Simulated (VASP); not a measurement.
Set up this calculation in VASP 6.6.1, as the native input.

| Quantity | Value |
| --- | --- |
| Task | single point |
| Functional | revPBE |
| Potentials or basis | VASP PAW PBE potentials, release 64 (Ir) |
| Cutoff | 520 eV |
| k mesh | 12 × 12 × 12 |
| Occupations | fermi-dirac, width 0.15 eV |
| Spin | no spin polarisation |
| Dipole correction | no |
| Further INCAR settings | ALGO = Normal; EDIFF = 1e-07; NBANDS = 10 |

The structure of Ir lies in POSCAR:

```
Ir
1.0
    0.0000000000      1.8630911555      1.8630911555
    1.8630911555      0.0000000000      1.8630911555
    1.8630911555      1.8630911555      0.0000000000
Ir
1
Direct
    0.0000000000      0.0000000000      0.0000000000
```

The input as run:

INCAR

```
PREC = Accurate
ENCUT = 520
EDIFF = 1E-7
ISMEAR = -1
SIGMA = 0.15
LREAL = F
LASPH = T
NELM = 80
ALGO = Normal
ISIF = 2
LWAVE = F
LCHARG = F
GGA = RE
NBANDS = 10
```

KPOINTS

```
Automatic mesh
0
Gamma
  12 12 12
```

Potentials or basis: VASP PAW PBE potentials, release 64 (Ir).

Launch:

```console
$ cat potpaw_PBE.64/Ir/POTCAR > POTCAR
$ mpirun -np 1 vasp_std > vasp.out
```

It gave:

- Pressure: 57.5 GPa

Caveat: the PAW data sets were made with another functional, which shifts forces and pressure a little.

It took 20 s on 1 thread of AMD EPYC 7R13 (shared host), peak memory 0.1 GiB.
